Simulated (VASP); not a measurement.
# Al2O in VASP: further runs

The runs below take Al2O through single point, with PBE.

All numbers are computed with VASP 6.6.1; they aren't measurements. Logs are shortened: lines on timing, memory, paths and dates and some standing lists are left out, and cuts for length are marked.

### 1 The cell of the first run

The cell holds a slab with vacuum, 6 atoms: a = 4.024 Å, b = 4.024 Å, c = 11.750 Å, α = 90.00°, β = 90.00°, γ = 60.00°.

### 2 Single point, PBE

INCAR reads:

```
SYSTEM = Al2O
PREC = Accurate
ENCUT = 520
EDIFF = 1E-6
ISMEAR = 1
SIGMA = 0.2
LREAL = .False.
LASPH = .True.
NELM = 100
ALGO = Normal
ISIF = 2
LWAVE = .False.
LCHARG = .True.
LDIPOL = .True.
IDIPOL = 3
DIPOL = 0.5 0.5 0.488
GGA = PE
LELF = .True.
LVHAR = .True.
LVACPOTAV = .True.
NBANDS = 21
```

KPOINTS reads:

```
Automatic mesh
0
Gamma
  5 5 1
  0 0 0
```

POSCAR reads:

```
Al2O
1.0
    4.0244416766      0.0000000000      0.0000000000
    2.0122208383      3.4852687280      0.0000000000
    0.0000000000      0.0000000000     11.7504000209
Al O
4 2
Direct
    0.3333333333      0.3333333333      0.3252217550
    0.0000000000      1.0000000000      0.4650443510
    0.6666666667      0.6666666667      0.6048669470
    0.3333333333      0.3333333333      0.7446895429
    0.0000000000      0.0000000000      0.2553104571
    0.3333333333      0.3333333333      0.5349556490
```

Potentials or basis: VASP PAW PBE potentials, release 64 (Al, O).

Run with:

```console
> cat potpaw_PBE.64/Al/POTCAR potpaw_PBE.64/O/POTCAR > POTCAR
> mpirun -np 1 vasp_std > vasp.out
```

OUTCAR:

```text
SYSTEM = Al2O
   PREC = Accurate
   ENCUT = 520
   EDIFF = 1E-6
   ISMEAR = 1
   LREAL = .False.
   LASPH = .True.
   NELM = 100
   ISIF = 2
   GGA = PE

 ion  position               nearest neighbor table
   1  0.333  0.333  0.325-   5 2.46   5 2.46   5 2.46   6 2.46   2 2.85   2 2.85   2 2.85
   2  0.000  0.000  0.465-   5 2.46   6 2.46   6 2.46   6 2.46   3 2.85   1 2.85   3 2.85   1 2.85
                             3 2.85   1 2.85
   3  0.667  0.667  0.605-   6 2.46   6 2.46   6 2.46   4 2.85   4 2.85   4 2.85   2 2.85   2 2.85
                             2 2.85
   4  0.333  0.333  0.745-   6 2.46   3 2.85   3 2.85   3 2.85
   5  0.000  0.000  0.255-   2 2.46   1 2.46   1 2.46   1 2.46
   6  0.333  0.333  0.535-   4 2.46   2 2.46   3 2.46   3 2.46   2 2.46   2 2.46   3 2.46   1 2.46

  LATTYP: Found a hexagonal cell.
 ALAT       =     4.0244416766
 C/A-ratio  =     2.9197590536

  Lattice vectors:

 A1 = (  -2.0122208383,  -3.4852687280,   0.0000000000)
 A2 = (   4.0244416766,   0.0000000000,   0.0000000000)
 A3 = (   0.0000000000,   0.0000000000,  11.7504000209)

Analysis of symmetry for initial positions (statically):
=====================================================================
 Subroutine PRICEL returns:
 Original cell was already a primitive cell.

 Routine SETGRP: Setting up the symmetry group for a
 hexagonal supercell.

 Subroutine GETGRP returns: Found  6 space group operations
 (whereof  6 operations were pure point group operations)
 out of a pool of 24 trial point group operations.

The static configuration has the point symmetry C_3v.

Analysis of symmetry for dynamics (positions and initial velocities):
=====================================================================
 Subroutine PRICEL returns:
 Original cell was already a primitive cell.

 Routine SETGRP: Setting up the symmetry group for a
 hexagonal supercell.

 Subroutine GETGRP returns: Found  6 space group operations
 (whereof  6 operations were pure point group operations)
 out of a pool of 24 trial point group operations.

The dynamic configuration has the point symmetry C_3v.

 Subroutine INISYM returns: Found  6 space group operations
 (whereof  6 operations are pure point group operations),
 and found     1 'primitive' translations

----------------------------------------------------------------------------------------

                                     Primitive cell

  volume of cell :     164.8142

  direct lattice vectors                    reciprocal lattice vectors
     4.024441677  0.000000000  0.000000000     0.248481673 -0.143460961  0.000000000
     2.012220838  3.485268728  0.000000000     0.000000000  0.286921921  0.000000000
     0.000000000  0.000000000 11.750400021     0.000000000  0.000000000  0.085103486

  length of vectors
     4.024441677  4.024441677 11.750400021     0.286921921  0.286921921  0.085103486

  position of ions in fractional coordinates (direct lattice)
     0.333333333  0.333333333  0.325221755
     0.000000000  0.000000000  0.465044351
     0.666666667  0.666666667  0.604866947
     0.333333333  0.333333333  0.744689543
     0.000000000  0.000000000  0.255310457
     0.333333333  0.333333333  0.534955649

  ion indices of the primitive-cell ions
   primitive index   ion index
                 1           1
                 2           2
                 3           3
                 4           4
                 5           5
                 6           6

----------------------------------------------------------------------------------------

 KPOINTS: Automatic mesh

Automatic generation of k-mesh.
 Grid dimensions read from file:
 generate k-points for:    5    5    1

 Generating k-lattice:

  Cartesian coordinates                     Fractional coordinates (reciprocal lattice)
     0.049696335 -0.028692192  0.000000000     0.200000000  0.000000000  0.000000000
     0.000000000  0.057384384  0.000000000     0.000000000  0.200000000  0.000000000
     0.000000000  0.000000000  0.085103486     0.000000000  0.000000000  1.000000000

  Length of vectors
     0.057384384  0.057384384  0.085103486

  Shift w.r.t. Gamma in fractional coordinates (k-lattice)
     0.000000000  0.000000000  0.000000000

 Subroutine IBZKPT returns following result:
 ===========================================

 Found      5 irreducible k-points:

 Following reciprocal coordinates:
            Coordinates               Weight
  0.000000  0.000000  0.000000      1.000000
  0.200000  0.000000  0.000000      6.000000
  0.400000  0.000000  0.000000      6.000000
  0.400000  0.200000  0.000000      6.000000
 -0.400000  0.200000  0.000000      6.000000
   k-points           NKPTS =      5   k-points in BZ     NKDIM =      5   number of bands    NBANDS=     21
   number of dos      NEDOS =    301   number of ions     NIONS =      6
   total plane-waves  NPLWV =  81000
   dimension x,y,z NGX =    30 NGY =   30 NGZ =   90
   dimension x,y,z NGXF=    60 NGYF=   60 NGZF=  180
   ions per type =               4   2
   NGX,Y,Z   is equivalent  to a cutoff of  12.39, 12.39, 12.73 a.u.
   NGXF,Y,Z  is equivalent  to a cutoff of  24.79, 24.79, 25.47 a.u.
 SYSTEM =  Al2O
   PREC   = accura    normal or accurate (medium, high low for compatibility)
   ISTART =      0    job   : 0-new  1-cont  2-samecut
   ICHARG =      2    charge: 1-file 2-atom 10-const
   ISPIN  =      1    spin polarized calculation?
   LNONCOLLINEAR =      F non collinear calculations
   LSORBIT =      F    spin-orbit coupling
   LASPH  =      T    aspherical Exc in radial PAW
   ENCUT  =  520.0 eV  38.22 Ry    6.18 a.u.   7.48  7.48 21.85*2*pi/ulx,y,z
   NELM   =    100;   NELMIN=  2; NELMDL= -5     # of ELM steps
   EDIFF  = 0.1E-05   stopping-criterion for ELM
   LREAL  =      F    real-space projection
   EDIFFG = 0.1E-04   stopping-criterion for IOM
   NSW    =      0    number of steps for IOM
   IBRION =     -1    ionic relax: 0-MD 1-quasi-New 2-CG
   NFREE  =      0    steps in history (QN), initial steepest desc. (CG)
   ISIF   =      2    stress and relaxation
   ISYM   =      2    0-nonsym 1-usesym 2-fastsym
   POTIM  = 0.5000    time-step for ionic-motion
   TEBEG  =    0.0;   TEEND  =   0.0 temperature during run
   PSTRESS=    0.0 pullay stress
   NELECT =      24.0000    total number of electrons
   NUPDOWN=      -1.0000    fix difference up-down
   EMIN   =  10.00;   EMAX   =-10.00  energy-range for DOS
   EFERMI =   0.00;   METHOD = LEGACY
   ISMEAR =     1;   SIGMA  =   0.20  broadening in eV -4-tet -1-fermi 0-gaus
   EFERMI_NEDOS =   21; number of points for ismear=-14 and -15
   IALGO  =     38    algorithm
   IMIX   =      4    mixing-type and parameters
     AMIX     =   0.40;   BMIX     =  1.00
     AMIX_MAG =   1.60;   BMIX_MAG =  1.00
  volume/ion in A,a.u.               =      27.47       185.37
  Fermi-wavevector in a.u.,A,eV,Ry     =   0.861285  1.627593 10.092971  0.741812
  Thomas-Fermi vector in A             =   1.978916
   LORBIT       =      0    0 simple, 1 ext, 2 COOP (PROOUT), +10 PAW based schemes
   GGA     = PE    functional components
   LHFCALC =     F    Hartree Fock is set to
   AEXX    =    0.0000 exact exchange contribution
   IVDW    =     0    specifies the selected vdW correction
   LEPSILON=     F    determine dielectric tensor
   LRPA    =     F    only Hartree local field effects (RPA)
 non-spin polarized calculation
 Methfessel and Paxton  Order N= 1 SIGMA  =   0.20
  energy-cutoff  :      520.00
  volume of cell :      164.81
 maximum number of plane-waves:      4465
 NGX is ok and might be reduce to    30
   NGX = 15   NGY = 15   NGZ = 43

 number of electron      24.0000004 magnetization

 dipolmoment           0.000000      0.000000     -0.172532 electrons x Angstroem

 Free energy of the ion-electron system (eV)
  ---------------------------------------------------
  ext. energy  EPLUGINS =         0.00000000
  ---------------------------------------------------
  free energy    TOTEN  =       -24.40014658 eV

  energy without entropy =      -24.39443695  energy(sigma->0) =      -24.39824337

 E-fermi :   1.3435     XC(G=0):  -6.9113

 val. band max:        1.2570688999   @ k =  -0.4000   0.2000   0.0000
 cond. band min:       1.3582140703   @ k =   0.2000   0.0000   0.0000
 fundamental gap:      0.1011451703
 Fermi energy:         1.3434871261

 k-point     1 :       0.0000    0.0000    0.0000
  band No.  band energies     occupation
      1     -17.5151      2.00000
      2     -15.8297      2.00000
      3      -6.1597      2.00000
      4      -5.5582      2.00000
      5      -3.2536      2.00000
      6      -3.2536      2.00000
      7      -2.1330      2.00000
      8      -1.8173      2.00000
      9      -1.3975      2.00000
     10      -1.3975      2.00000
     11       0.0104      2.00000
     12       1.8168     -0.00412
     13       3.2254     -0.00000
     14       3.2254     -0.00000
     15       3.4731     -0.00000
     16       5.0728     -0.00000
     17       5.0728     -0.00000
     18       5.3690      0.00000
     19       5.3690      0.00000
     20       6.1096      0.00000
     21       6.6156      0.00000

 k-point     2 :       0.2000    0.0000    0.0000
  band No.  band energies     occupation
      1     -17.4604      2.00000
      2     -15.7940      2.00000
      3      -5.8700      2.00000
      4      -5.7553      2.00000
      5      -3.5535      2.00000
      6      -3.4606      2.00000
      7      -2.1288      2.00000
      8      -1.9605      2.00000
      9      -1.5122      2.00000
     10      -1.0124      2.00000
     11       0.6273      2.00001
     12       1.3582      0.87574
     13       2.1840     -0.00000
     14       3.1662     -0.00000
     15       3.4155     -0.00000
     16       3.9159     -0.00000
     17       4.1926     -0.00000
     18       4.1997     -0.00000
     19       5.8531      0.00000
     20       6.1548      0.00000
     21       7.1103      0.00000

 k-point     3 :       0.4000    0.0000    0.0000
  band No.  band energies     occupation
      1     -17.3696      2.00000
      2     -15.7352      2.00000
      3      -6.1687      2.00000
      4      -5.1678      2.00000
      5      -3.7522      2.00000
      6      -3.5720      2.00000
      7      -2.6941      2.00000
      8      -1.8583      2.00000
      9      -1.6876      2.00000
     10      -0.6432      2.00000
     11      -0.0712      2.00000
     12       1.0797      2.06851
     13       1.5992     -0.07009
     14       2.8617     -0.00000
     15       3.1447     -0.00000
     16       3.5391     -0.00000
     17       3.9166     -0.00000
     18       4.4140     -0.00000
     19       5.3986      0.00000
     20       6.3400      0.00000
     21       6.7288      0.00000

 k-point     4 :       0.4000    0.2000    0.0000
  band No.  band energies     occupation
      1     -17.3874      2.00000
      2     -15.7466      2.00000
      3      -5.9774      2.00000
      4      -5.3383      2.00000
      5      -4.1943      2.00000
      6      -3.3886      2.00000
      7      -2.2369      2.00000
      8      -2.1592      2.00000
      9      -1.7856      2.00000
     10      -0.0268      2.00000
     11       0.2559      2.00000
     12       1.2383      1.76820
     13       1.7592     -0.01231
     14       2.0371     -0.00001
     15       2.3232     -0.00000
     16       3.7803     -0.00000
     17       4.3274     -0.00000
     18       4.6733     -0.00000
     19       5.2644     -0.00000
     20       6.6380      0.00000
     21       7.2516      0.00000

 k-point     5 :      -0.4000    0.2000    0.0000
  band No.  band energies     occupation
      1     -17.3414      2.00000
      2     -15.7169      2.00000
      3      -5.9595      2.00000
      4      -4.9226      2.00000
      5      -4.7989      2.00000
      6      -3.2521      2.00000
      7      -2.5019      2.00000
      8      -2.0905      2.00000
      9      -1.4634      2.00000
     10      -0.8964      2.00000
     11       0.5592      2.00000
     12       1.0371      2.05243
     13       1.2571      1.66111
     14       1.7734     -0.00957
     15       3.0178     -0.00000
     16       3.1823     -0.00000
     17       4.2848     -0.00000
     18       4.7827     -0.00000
     19       5.7469      0.00000
     20       5.9244      0.00000
     21       7.1864      0.00000

------------------------ aborting loop because EDIFF is reached ----------------------------------------

  FORCE on cell =-STRESS in cart. coord.  units (eV):
  Direction    XX          YY          ZZ          XY          YZ          ZX
  --------------------------------------------------------------------------------------
  -------------------------------------------------------------------------------------
  Total       -6.7860969     -6.7860969     -5.9395302      0.0000000      0.0000000      0.0000000
  in kB      -65.9684201    -65.9684201    -57.7388482      0.0000000      0.0000000      0.0000000
  external PRESSURE =     -63.2252294 kB  Pullay stress =       0.0000000 kB

 VOLUME and BASIS-vectors are now :
 -----------------------------------------------------------------------------
  energy-cutoff  :      520.00
  volume of cell :      164.81
      direct lattice vectors                 reciprocal lattice vectors
     4.024441677  0.000000000  0.000000000     0.248481673 -0.143460961  0.000000000
     2.012220838  3.485268728  0.000000000     0.000000000  0.286921921  0.000000000
     0.000000000  0.000000000 11.750400021     0.000000000  0.000000000  0.085103486

 POSITION                                       TOTAL-FORCE (eV/Angst)
 -----------------------------------------------------------------------------------
      2.01222      1.16176      3.82149        -0.000000      0.000000     -1.873033
      0.00000      0.00000      5.46446         0.000000     -0.000000     -0.311337
      4.02444      2.32351      7.10743         0.000000     -0.000000      0.193750
      2.01222      1.16176      8.75040         0.000000      0.000000     -0.598276
      0.00000      0.00000      3.00000         0.000000      0.000000      2.917059
      2.01222      1.16176      6.28594        -0.000000      0.000000     -0.328163
 -----------------------------------------------------------------------------------
    total drift:                                0.000000      0.000000     -0.026505

  FREE ENERGIE OF THE ION-ELECTRON SYSTEM (eV)
  ---------------------------------------------------
  free  energy   TOTEN  =       -24.4001465841 eV

  energy  without entropy=      -24.3944369511  energy(sigma->0) =      -24.39824337
```

It took 46 s on 1 thread of Intel Xeon 8259CL, shared host; peak memory 0.26 GiB.

What came out:

```
Free energy            : -24.4001 eV
Largest force          : 2.917 eV/Å
Band gap on the k mesh : zero (band 12 reaches 1.82 eV, above the bottom of band 13 at 1.26 eV)
```

Forces in eV/Å, atoms in the order of the input:
```
Al   0.000  0.000 -1.873
Al   0.000  0.000 -0.311
Al   0.000  0.000  0.194
Al   0.000  0.000 -0.598
O    0.000  0.000  2.917
O    0.000  0.000 -0.328
```

Caveat: the k points lie up to 0.36 Å⁻¹ apart.

### 3 Single point, PBE

This run uses another cell than the first one, of 32.14 Å³/atom, 1.170 times its volume.

INCAR reads:

```
SYSTEM = Al2O
PREC = Accurate ; ENCUT = 520
EDIFF = 1E-7 ; ISMEAR = 1
SIGMA = 0.2 ; LREAL = .FALSE.
LASPH = .TRUE. ; NELM = 60
ALGO = Normal ; ISIF = 2
LWAVE = .FALSE. ; LCHARG = .FALSE.
LDIPOL = .TRUE. ; IDIPOL = 3
DIPOL = 0.5 0.5 0.490 ; GGA = PE
NBANDS = 21
```

KPOINTS reads:

```
regular mesh
0
G
  5 5 1
  0 0 0
```

POSCAR reads:

```
Al2O
1.0
    4.0244416766      0.0000000000      0.0000000000
    2.0122208383      3.4852687280      0.0000000000
    0.0000000000      0.0000000000     13.7504000209
Al O
4 2
Direct
    0.3333333333      0.3333333333      0.3506433056
    0.0000000000      1.0000000000      0.4701286611
    0.6666666667      0.6666666667      0.5896140166
    0.3333333333      0.3333333333      0.7090993721
    0.0000000000      0.0000000000      0.2909006279
    0.3333333333      0.3333333333      0.5298713389
```

Potentials or basis: VASP PAW PBE potentials, release 64 (Al, O).

Run with:

```console
> cat potpaw_PBE.64/Al/POTCAR potpaw_PBE.64/O/POTCAR > POTCAR
> mpirun -np 1 vasp_std > vasp.out
```

OUTCAR:

```text
SYSTEM = Al2O
   PREC = Accurate
   ENCUT = 520
   EDIFF = 1E-7
   ISMEAR = 1
   LREAL = .FALSE.
   LASPH = .TRUE.
   NELM = 60
   ISIF = 2
   GGA = PE

 ion  position               nearest neighbor table
   1  0.333  0.333  0.351-   5 2.46   5 2.46   5 2.46   6 2.46   2 2.85   2 2.85   2 2.85
   2  0.000  0.000  0.470-   5 2.46   6 2.46   6 2.46   6 2.46   1 2.85   3 2.85   1 2.85   3 2.85
                             1 2.85   3 2.85
   3  0.667  0.667  0.590-   6 2.46   6 2.46   6 2.46   4 2.85   2 2.85   4 2.85   2 2.85   2 2.85
                             4 2.85
   4  0.333  0.333  0.709-   6 2.46   3 2.85   3 2.85   3 2.85
   5  0.000  0.000  0.291-   1 2.46   2 2.46   1 2.46   1 2.46
[... 312 lines left out ...]
  Total       -6.7447257     -6.7447257     -5.9671435      0.0000000      0.0000000     -0.0000000
  in kB      -56.0296144    -56.0296144    -49.5701030      0.0000000      0.0000000     -0.0000000
  external PRESSURE =     -53.8764440 kB  Pullay stress =       0.0000000 kB

 VOLUME and BASIS-vectors are now :
 -----------------------------------------------------------------------------
  energy-cutoff  :      520.00
  volume of cell :      192.87
      direct lattice vectors                 reciprocal lattice vectors
     4.024441677  0.000000000  0.000000000     0.248481673 -0.143460961  0.000000000
     2.012220838  3.485268728  0.000000000     0.000000000  0.286921921  0.000000000
     0.000000000  0.000000000 13.750400021     0.000000000  0.000000000  0.072725157

 POSITION                                       TOTAL-FORCE (eV/Angst)
 -----------------------------------------------------------------------------------
      2.01222      1.16176      4.82149         0.000000      0.000000     -1.872639
      0.00000      0.00000      6.46446         0.000000      0.000000     -0.312002
      4.02444      2.32351      8.10743        -0.000000      0.000000      0.191558
      2.01222      1.16176      9.75040        -0.000000     -0.000000     -0.573704
      0.00000      0.00000      4.00000        -0.000000      0.000000      2.907438
      2.01222      1.16176      7.28594        -0.000000     -0.000000     -0.340652
 -----------------------------------------------------------------------------------
    total drift:                                0.000001      0.000000     -0.002166

  FREE ENERGIE OF THE ION-ELECTRON SYSTEM (eV)
  ---------------------------------------------------
  free  energy   TOTEN  =       -24.4076201193 eV

  energy  without entropy=      -24.4013574139  energy(sigma->0) =      -24.40553255

 vacuum level on the upper side and lower side of the slab         3.114         5.438
```

OSZICAR:

```text
N       E                     dE             d eps       ncg     rms          rms(c)
DAV:   1     0.118487160250E+03    0.11849E+03   -0.87738E+03   210   0.875E+02
DAV:   2    -0.735956025186E+01   -0.12585E+03   -0.11921E+03   283   0.176E+02
DAV:   3    -0.281255249464E+02   -0.20766E+02   -0.20245E+02   276   0.721E+01
[... 14 lines left out ...]
DAV:  18    -0.244076180967E+02   -0.12572E-04   -0.12527E-05   235   0.197E-02    0.659E-03
DAV:  19    -0.244076201842E+02   -0.20876E-05   -0.65359E-06   240   0.121E-02    0.268E-03
DAV:  20    -0.244076200065E+02    0.17767E-06   -0.13302E-06   235   0.399E-03    0.132E-03
DAV:  21    -0.244076201237E+02   -0.11717E-06   -0.23592E-07   193   0.233E-03    0.698E-04
DAV:  22    -0.244076201193E+02    0.44447E-08   -0.34708E-08   223   0.942E-04
   1 F= -.24407620E+02 E0= -.24405533E+02  d E =-.626271E-02
```

Wall time 69 s (1 thread of Intel Xeon 8259CL, shared host); peak memory 0.29 GiB.

Results:

* Free energy: -24.4076 eV
* Largest force: 2.907 eV/Å
* Band gap on the k mesh: zero (band 12 reaches 0.90 eV, above the bottom of band 13 at 0.36 eV)

Forces on the atoms (eV/Å):
```
Al   0.000  0.000 -1.873
Al   0.000  0.000 -0.312
Al   0.000  0.000  0.192
Al   0.000  0.000 -0.574
O    0.000  0.000  2.907
O    0.000  0.000 -0.341
```

Levels at points of the mesh, in eV from the Fermi level:
| k point | band 9 | band 10 | band 11 | band 12 | band 13 | band 14 | band 15 | band 16 |
| --- | --- | --- | --- | --- | --- | --- | --- | --- |
| (0.00, 0.00, 0.00) | -2.74 | -2.74 | -1.34 | 0.45 | 1.88 | 1.88 | 2.15 | 3.73 |

Caveat: the k points lie up to 0.36 Å⁻¹ apart.

(Part 1 of 2 ends here.)
